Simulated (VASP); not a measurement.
Zr, 2 atoms in the cell. Symmetry: P6_3/mmc, No. 194, hexagonal system. Conventional cell: a = 3.188 Å, b = 3.188 Å, c = 5.077 Å, α = 90.00°, β = 90.00°, γ = 120.00°. Within 4.1 Å of Zr (site symmetry -6m2) lie 12 Zr at 3.14 to 3.19 Å.  This cell differs from its parent crystal: volume scaled by 0.96.

| Quantity | Value |
| --- | --- |
| Program | VASP 6.6.1 |
| Task | electric field gradients |
| Functional | PBE |
| Potentials or basis | VASP PAW PBE potentials, release 64 (Zr_sv) |
| Cutoff | 520 eV |
| k mesh | 13 × 13 × 7 |
| Occupations | fermi-dirac, width 0.08 eV |
| Spin | no spin polarisation |
| Dipole correction | no |
| Further INCAR settings | ALGO = Normal; EDIFF = 1e-08; NBANDS = 19 |

Potentials or basis: VASP PAW PBE potentials, release 64 (Zr_sv).

The run is started by

```console
$ cat potpaw_PBE.64/Zr_sv/POTCAR > POTCAR
$ mpirun -np 1 vasp_std > vasp.out
```

Hardware: 1 thread of Intel(R) Xeon(R) Platinum 8559C (Emerald Rapids), on a shared host.

Question: Estimate the wall time of this run.

Answer: Run time: 24 s on 1 thread of Intel(R) Xeon(R) Platinum 8559C (Emerald Rapids), on a shared host, peak memory 0.19 GiB. Counts: scf iterations 15, k points 84.
